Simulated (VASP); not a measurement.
NiO: single point with PBEsol+U

The system is NiO.

```
Ni O
1.0
     0.00000    2.09131    2.09131
     2.09131    0.00000    2.09131
     4.18262    4.18262    0.00000
Ni O
2 2
Direct
  0.00000 0.00000 0.00000
  0.00000 0.00000 0.50000
  0.50000 0.50000 0.25000
  0.50000 0.50000 0.75000
```

```yaml
Program: VASP 6.6.1
Task: single point
Functional: PBEsol
Potentials_or_basis: VASP PAW PBE potentials, release 64 (Ni, O)
Cutoff: 520 eV
k_mesh: 8 × 8 × 8
Occupations: gaussian, width 0.05 eV
Spin: collinear spin, antiferromagnetic start
Starting_moments: "[1.8, -1.8, 0.0, 0.0] μB"
Hubbard_terms: Ni d U = 4.0 eV
Dipole_correction: no
Further_INCAR_settings: ALGO = Normal; EDIFF = 1e-06; NBANDS = 28
```

```yaml
Pressure: -9.2 GPa
Band_gap_on_the_k_mesh: 2.57 eV
Net_moment: 0.00 μB per cell
Site_moments: Ni +1.62, -1.62; O +0.00 μB
Valence_electrons_inside_the_program's_atomic_spheres: Ni 9.01; O 4.97
```

Stress tensor (GPa, compression positive):
```
-9.17 -0.12  0.12
-0.12 -9.17  0.12
 0.12  0.12 -9.17
```

Levels at points of the mesh, in eV from the valence-band top:
Spin up:
```csv
k point,band 12,band 13,band 14,band 15,band 16,band 17,band 18,band 19,band 20,band 21
"(0.00, 0.00, 0.00)",-1.18,-1.18,-1.17,-0.83,-0.83,3.03,3.40,3.40,6.93,11.50
"(0.50, 0.00, 0.00)",-1.89,-1.65,-1.07,-0.68,-0.51,3.53,3.67,6.93,7.56,11.50
"(0.00, 0.00, 0.50)",-1.42,-1.42,-1.32,0.00,0.00,3.14,3.14,5.72,5.84,13.13
"(0.50, 0.00, 0.50)",-1.72,-1.21,-1.02,-0.98,-0.51,3.17,3.20,8.81,9.04,11.01
```
Spin down:
```tsv
k point	band 12	band 13	band 14	band 15	band 16	band 17	band 18	band 19	band 20	band 21
(0.00, 0.00, 0.00)	-1.18	-1.18	-1.17	-0.83	-0.83	3.03	3.40	3.40	6.93	11.50
(0.50, 0.00, 0.00)	-1.89	-1.65	-1.07	-0.68	-0.51	3.53	3.67	6.93	7.56	11.50
(0.00, 0.00, 0.50)	-1.42	-1.42	-1.32	0.00	0.00	3.14	3.14	5.72	5.84	13.13
(0.50, 0.00, 0.50)	-1.72	-1.21	-1.02	-0.98	-0.51	3.17	3.20	8.81	9.04	11.01
```

Eigenvalues of the final occupation matrices:
| site | spin | trace | eigenvalues |
| --- | --- | --- | --- |
| site 1 d | 1 | 4.96 | 0.98 0.98 0.98 1.01 1.01 |
| site 1 d | 2 | 3.32 | 0.20 0.20 0.97 0.97 0.97 |
| site 2 d | 1 | 3.32 | 0.20 0.20 0.97 0.97 0.97 |
| site 2 d | 2 | 4.96 | 0.98 0.98 0.98 1.01 1.01 |

It took 2.9 min on 1 thread of AMD EPYC 9R14 (Zen 4) (shared host), peak memory 0.22 GiB.

Caveat: the cell stands under tension; the PAW data sets were made with another functional, which shifts forces and pressure a little. A k mesh can miss the band edges.
